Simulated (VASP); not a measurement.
# Al2P3 (P1) in VASP: single point with PBE

Aim: the single point of Al2P3 with PBE.

Everything below comes from runs of VASP 6.6.1. Logs are shortened: lines on timing, memory, paths and dates and some standing lists are left out, and cuts for length are marked.

**1. The cell of the first run**

The typed cell holds 10 atoms: a = 3.405 Å, b = 6.350 Å, c = 8.571 Å, α = 89.06°, β = 87.25°, γ = 75.76°.

**2. Single point, PBE**

Contents of INCAR:

```
SYSTEM = Al2P3
  PREC = Accurate
  ENCUT = 520
  EDIFF = 1E-6
  ISMEAR = 0
  SIGMA = 0.1
  LREAL = .False.
  LASPH = .True.
  NELM = 100
  ALGO = Normal
  ISIF = 2
  LWAVE = .False.
  LCHARG = .False.
  GGA = PE
  NBANDS = 32
```

Contents of KPOINTS:

```
Automatic mesh
0
Gamma
  6 4 2
  0 0 0
```

Contents of POSCAR:

```
Al2P3
1.0
    3.4050432141      0.0000000000      0.0000000000
    1.5619925653      6.1547243066      0.0000000000
    0.4108884880      0.0402621042      8.5606046407
Al P
4 6
Direct
    0.3237253237      0.6885677851      0.7936033389
    0.7554724582      0.2183290065      0.7074136406
    0.7099035628      0.2917674485      0.0977928411
    0.3708596301      0.8426584519      0.4203522012
    0.6166029569      0.4180681073      0.4672736879
    0.9684889684      0.8826826550      0.0308894506
    0.8253611434      0.8593695681      0.6185076031
    0.1889765270      0.3450675495      0.8801184569
    0.2132058267      0.2411788436      0.3300954281
    0.5274036028      0.7123105845      0.1539533517
```

Potentials or basis: VASP PAW PBE potentials, release 64 (Al, P).

Run with:

```bash
> cat potpaw_PBE.64/Al/POTCAR potpaw_PBE.64/P/POTCAR > POTCAR
> mpirun -np 1 vasp_std > vasp.out
```

OUTCAR:

```text
SYSTEM = Al2P3
   PREC = Accurate
   ENCUT = 520
   EDIFF = 1E-6
   ISMEAR = 0
   LREAL = .False.
   LASPH = .True.
   NELM = 100
   ISIF = 2
   GGA = PE

 ion  position               nearest neighbor table
   1  0.324  0.689  0.794-   7 2.37   8 2.43   6 2.50   7 2.64   2 3.07   4 3.34
   2  0.755  0.218  0.707-   8 2.36   7 2.37   5 2.40   8 2.42   1 3.07
   3  0.710  0.292  0.098-   8 2.49   6 2.59   8 2.60   9 2.62  10 2.64   9 2.65
   4  0.371  0.843  0.420-   7 2.37  10 2.43   7 2.44   9 2.57   5 2.65   1 3.34
   5  0.617  0.418  0.467-   9 2.34   9 2.34   2 2.40   4 2.65
   6  0.968  0.883  0.031-  10 2.25  10 2.27   1 2.50   3 2.59
   7  0.825  0.859  0.619-   1 2.37   2 2.37   4 2.37   4 2.44   1 2.64
   8  0.189  0.345  0.880-   2 2.36   2 2.42   1 2.43   3 2.49   3 2.60
   9  0.213  0.241  0.330-   5 2.34   5 2.34   4 2.57   3 2.62   3 2.65
  10  0.527  0.712  0.154-   6 2.25   6 2.27   4 2.43   3 2.64

  Warning from LATTYP: Got some problem with cell dimensions!
  Tried to take original basis but could not verify dimensions!
  LATTYP: Found a triclinic cell.
 ALAT       =     6.3498387432
 B/A-ratio  =     2.3665452620
 C/A-ratio  =     0.5362408955
 COS(alpha) =     0.0086397047
 COS(beta)  =     0.2459893280
 COS(gamma) =     0.7986975398

  Lattice vectors:

 A1 = (   1.5619925653,   6.1547243066,   0.0000000000)
 A2 = (   0.1298304045,  12.3497107174,   8.5606046407)
 A3 = (   3.4050432141,   0.0000000000,   0.0000000000)

Analysis of symmetry for initial positions (statically):
=====================================================================
 Subroutine PRICEL returns:
 Original cell was already a primitive cell.

 Routine SETGRP: Setting up the symmetry group for a
 triclinic supercell.

 Subroutine GETGRP returns: Found  1 space group operations
 (whereof  1 operations were pure point group operations)
 out of a pool of  2 trial point group operations.

The static configuration has the point symmetry C_1 .

Analysis of symmetry for dynamics (positions and initial velocities):
=====================================================================
 Subroutine PRICEL returns:
 Original cell was already a primitive cell.

 Routine SETGRP: Setting up the symmetry group for a
 triclinic supercell.

 Subroutine GETGRP returns: Found  1 space group operations
 (whereof  1 operations were pure point group operations)
 out of a pool of  2 trial point group operations.

The dynamic configuration has the point symmetry C_1 .

 Subroutine INISYM returns: Found  1 space group operations
 (whereof  1 operations are pure point group operations),
 and found     1 'primitive' translations

----------------------------------------------------------------------------------------

                                     Primitive cell

  volume of cell :     179.4055

  direct lattice vectors                    reciprocal lattice vectors
     3.405043214  0.000000000  0.000000000     0.293682029 -0.074532850 -0.013745491
     1.561992565  6.154724307  0.000000000     0.000000000  0.162476815 -0.000764158
     0.410888488  0.040262104  8.560604641     0.000000000  0.000000000  0.116814179

  length of vectors
     3.405043214  6.349838743  8.570554370     0.303303839  0.162478612  0.116814179

  position of ions in fractional coordinates (direct lattice)
     0.323725324  0.688567785  0.793603339
     0.755472458  0.218329006  0.707413641
     0.709903563  0.291767449  0.097792841
     0.370859630  0.842658452  0.420352201
     0.616602957  0.418068107  0.467273688
     0.968488968  0.882682655  0.030889451
     0.825361143  0.859369568  0.618507603
     0.188976527  0.345067550  0.880118457
     0.213205827  0.241178844  0.330095428
     0.527403603  0.712310585  0.153953352

  ion indices of the primitive-cell ions
   primitive index   ion index
                 1           1
                 2           2
                 3           3
                 4           4
                 5           5
                 6           6
                 7           7
                 8           8
                 9           9
                10          10

----------------------------------------------------------------------------------------

 KPOINTS: Automatic mesh

Automatic generation of k-mesh.
 Grid dimensions read from file:
 generate k-points for:    6    4    2

 Generating k-lattice:

  Cartesian coordinates                     Fractional coordinates (reciprocal lattice)
     0.048947005 -0.012422142 -0.002290915     0.166666667  0.000000000  0.000000000
     0.000000000  0.040619204 -0.000191040     0.000000000  0.250000000 -0.000000000
     0.000000000  0.000000000  0.058407089     0.000000000  0.000000000  0.500000000

  Length of vectors
     0.050550640  0.040619653  0.058407089

  Shift w.r.t. Gamma in fractional coordinates (k-lattice)
     0.000000000  0.000000000  0.000000000

 Subroutine IBZKPT returns following result:
 ===========================================

 Found     28 irreducible k-points:

 Following reciprocal coordinates:
            Coordinates               Weight
  0.000000  0.000000  0.000000      1.000000
  0.166667  0.000000  0.000000      2.000000
  0.333333  0.000000  0.000000      2.000000
  0.500000  0.000000  0.000000      1.000000
  0.000000  0.250000 -0.000000      2.000000
  0.166667  0.250000  0.000000      2.000000
[... 16 lines left out ...]
 -0.333333  0.250000  0.500000      2.000000
 -0.166667  0.250000  0.500000      2.000000
 [... further k-points ...]
   k-points           NKPTS =     28   k-points in BZ     NKDIM =     28   number of bands    NBANDS=     32
   number of dos      NEDOS =    301   number of ions     NIONS =     10
   total plane-waves  NPLWV =  86016
   dimension x,y,z NGX =    28 NGY =   48 NGZ =   64
   dimension x,y,z NGXF=    56 NGYF=   96 NGZF=  128
   ions per type =               4   6
   NGX,Y,Z   is equivalent  to a cutoff of  13.67, 12.57, 12.41 a.u.
   NGXF,Y,Z  is equivalent  to a cutoff of  27.34, 25.13, 24.83 a.u.
 SYSTEM =  Al2P3
   PREC   = accura    normal or accurate (medium, high low for compatibility)
   ISTART =      0    job   : 0-new  1-cont  2-samecut
   ICHARG =      2    charge: 1-file 2-atom 10-const
   ISPIN  =      1    spin polarized calculation?
   LNONCOLLINEAR =      F non collinear calculations
   LSORBIT =      F    spin-orbit coupling
   LASPH  =      T    aspherical Exc in radial PAW
   ENCUT  =  520.0 eV  38.22 Ry    6.18 a.u.   6.33 11.81 15.94*2*pi/ulx,y,z
   NELM   =    100;   NELMIN=  2; NELMDL= -5     # of ELM steps
   EDIFF  = 0.1E-05   stopping-criterion for ELM
   LREAL  =      F    real-space projection
   EDIFFG = 0.1E-04   stopping-criterion for IOM
   NSW    =      0    number of steps for IOM
   IBRION =     -1    ionic relax: 0-MD 1-quasi-New 2-CG
   NFREE  =      0    steps in history (QN), initial steepest desc. (CG)
   ISIF   =      2    stress and relaxation
   ISYM   =      2    0-nonsym 1-usesym 2-fastsym
   POTIM  = 0.5000    time-step for ionic-motion
   TEBEG  =    0.0;   TEEND  =   0.0 temperature during run
   PSTRESS=    0.0 pullay stress
   NELECT =      42.0000    total number of electrons
   NUPDOWN=      -1.0000    fix difference up-down
   EMIN   =  10.00;   EMAX   =-10.00  energy-range for DOS
   EFERMI =   0.00;   METHOD = LEGACY
   ISMEAR =     0;   SIGMA  =   0.10  broadening in eV -4-tet -1-fermi 0-gaus
   EFERMI_NEDOS =   21; number of points for ismear=-14 and -15
   IALGO  =     38    algorithm
   IMIX   =      4    mixing-type and parameters
     AMIX     =   0.40;   BMIX     =  1.00
     AMIX_MAG =   1.60;   BMIX_MAG =  1.00
  volume/ion in A,a.u.               =      17.94       121.07
  Fermi-wavevector in a.u.,A,eV,Ry     =   1.008973  1.906682 13.851080  1.018026
  Thomas-Fermi vector in A             =   2.141872
   LORBIT       =      0    0 simple, 1 ext, 2 COOP (PROOUT), +10 PAW based schemes
   GGA     = PE    functional components
   LHFCALC =     F    Hartree Fock is set to
   AEXX    =    0.0000 exact exchange contribution
   IVDW    =     0    specifies the selected vdW correction
   LEPSILON=     F    determine dielectric tensor
   LRPA    =     F    only Hartree local field effects (RPA)
 non-spin polarized calculation
 Gauss-broadening in eV      SIGMA  =   0.10
  energy-cutoff  :      520.00
  volume of cell :      179.41
 maximum number of plane-waves:      4852
 NGX is ok and might be reduce to    28
   NGX = 13   NGY = 23   NGZ = 31

 number of electron      41.9999999 magnetization

 Free energy of the ion-electron system (eV)
  ---------------------------------------------------
  ext. energy  EPLUGINS =         0.00000000
  ---------------------------------------------------
  free energy    TOTEN  =       -49.03627565 eV

  energy without entropy =      -49.02946863  energy(sigma->0) =      -49.03287214

 E-fermi :   7.3047     XC(G=0):  -9.9918

 val. band max:        7.3026342688   @ k =   0.5000   0.5000   0.0000
 cond. band min:       7.3579484784   @ k =   0.1667   0.5000  -0.0000
 fundamental gap:      0.0553142096
 Fermi energy:         7.3047225754

 k-point     1 :       0.0000    0.0000    0.0000
  band No.  band energies     occupation
      1      -7.2335      2.00000
      2      -6.3660      2.00000
      3      -5.0801      2.00000
      4      -4.4334      2.00000
      5      -2.1494      2.00000
      6      -1.7832      2.00000
[... 24 lines left out ...]
     31      11.4073      0.00000
     32      11.7124      0.00000

 k-point     2 :       0.1667    0.0000    0.0000
  band No.  band energies     occupation
      1      -6.9060      2.00000
      2      -6.0591      2.00000
      3      -4.7938      2.00000
      4      -4.1958      2.00000
      5      -2.0685      2.00000
      6      -1.7730      2.00000
[... 24 lines left out ...]
     31      11.5344      0.00000
     32      11.7069      0.00000
[... 733 lines left out ...]
     31      10.6499      0.00000
     32      10.9030      0.00000

 k-point    24 :      -0.1667    0.2500    0.5000
  band No.  band energies     occupation
      1      -6.6761      2.00000
      2      -6.1770      2.00000
      3      -4.9061      2.00000
      4      -4.4703      2.00000
      5      -1.9598      2.00000
      6      -1.8095      2.00000
[... 24 lines left out ...]
     31      10.8131      0.00000
     32      11.2325      0.00000

 [... further k-points ...]

------------------------ aborting loop because EDIFF is reached ----------------------------------------

  FORCE on cell =-STRESS in cart. coord.  units (eV):
  Direction    XX          YY          ZZ          XY          YZ          ZX
  --------------------------------------------------------------------------------------
  -------------------------------------------------------------------------------------
  Total        0.0373204      0.1034478     -0.0539121      0.0072831     -0.2898899     -0.0542947
  in kB        0.3332894      0.9238385     -0.4814611      0.0650414     -2.5888570     -0.4848775
  external PRESSURE =       0.2585556 kB  Pullay stress =       0.0000000 kB

 VOLUME and BASIS-vectors are now :
 -----------------------------------------------------------------------------
  energy-cutoff  :      520.00
  volume of cell :      179.41
      direct lattice vectors                 reciprocal lattice vectors
     3.405043214  0.000000000  0.000000000     0.293682029 -0.074532850 -0.013745491
     1.561992565  6.154724307  0.000000000     0.000000000  0.162476815 -0.000764158
     0.410888488  0.040262104  8.560604641     0.000000000  0.000000000  0.116814179

 POSITION                                       TOTAL-FORCE (eV/Angst)
 -----------------------------------------------------------------------------------
      2.50392      4.26990      6.79372        -0.002627      0.041342     -0.006281
      3.20411      1.37224      6.05589        -0.000269     -0.062849      0.049769
      2.91317      1.79969      0.83717         0.008263      0.017971     -0.135409
      2.75174      5.20325      3.59847        -0.006577      0.011138      0.069785
      2.94458      2.59191      4.00015        -0.009369     -0.039393     -0.093170
      4.68918      5.43391      0.26443        -0.044034     -0.061571     -0.004657
      4.40686      5.31409      5.29480         0.028505     -0.033876     -0.043009
      1.54410      2.15923      7.53435        -0.007798      0.009777     -0.003685
      1.23833      1.49768      2.82582         0.001207      0.024266      0.153781
      2.97171      4.39027      1.31793         0.032698      0.093196      0.012877
 -----------------------------------------------------------------------------------
    total drift:                               -0.000094      0.000047     -0.000140

  FREE ENERGIE OF THE ION-ELECTRON SYSTEM (eV)
  ---------------------------------------------------
  free  energy   TOTEN  =       -49.0362756542 eV

  energy  without entropy=      -49.0294686327  energy(sigma->0) =      -49.03287214
```

Run time: 2.2 min. Hardware: 1 thread of Intel Xeon Platinum 8488C (Sapphire Rapids), shared host; peak memory 0.32 GiB.

Results:

```yaml
Free_energy: -49.0363 eV
Pressure: 0.0 GPa
Largest_force: 0.156 eV/Å
Band_gap_on_the_k_mesh: zero (band 21 reaches 7.94 eV, above the bottom of band 22 at 6.68 eV)
```

Forces on the atoms (eV/Å):
```
Al  -0.003  0.041 -0.006
Al   0.000 -0.063  0.050
Al   0.008  0.018 -0.135
Al  -0.007  0.011  0.070
P   -0.009 -0.039 -0.093
P   -0.044 -0.062 -0.005
P    0.029 -0.034 -0.043
P   -0.008  0.010 -0.004
P    0.001  0.024  0.154
P    0.033  0.093  0.013
```

Stress tensor (GPa, compression positive):
```
 0.03  0.01 -0.05
 0.01  0.09 -0.26
-0.05 -0.26 -0.05
```

Levels at points of the mesh, in eV from the Fermi level:
```csv
k point,band 16,band 17,band 18,band 19,band 20,band 21,band 22,band 23,band 24,band 25
"(0.00, 0.00, 0.00)",-2.51,-1.72,-1.33,-1.19,-0.30,0.55,0.83,1.61,1.90,2.33
"(0.50, 0.00, 0.00)",-3.36,-3.01,-2.68,-2.48,-2.31,-0.82,-0.56,-0.15,0.32,0.54
"(0.00, 0.50, 0.00)",-2.91,-2.83,-2.54,-1.35,-1.05,0.48,0.74,1.57,1.83,2.03
"(0.50, 0.50, 0.00)",-3.24,-3.00,-2.80,-2.39,-1.94,-0.92,-0.34,0.00,0.18,0.51
"(0.00, 0.00, 0.50)",-2.09,-1.46,-1.28,-1.18,-0.89,0.23,0.70,1.92,1.96,2.27
"(0.50, 0.00, 0.50)",-3.98,-3.59,-3.24,-2.66,-2.61,-0.85,-0.45,0.83,1.12,1.42
"(0.00, 0.50, 0.50)",-2.18,-1.98,-1.75,-1.39,-0.99,0.12,0.31,1.08,1.39,1.67
"(0.50, 0.50, 0.50)",-4.00,-3.82,-3.06,-2.71,-1.76,-1.05,-0.63,0.67,0.99,1.36
```

Caveat: the k points lie up to 0.37 Å⁻¹ apart.
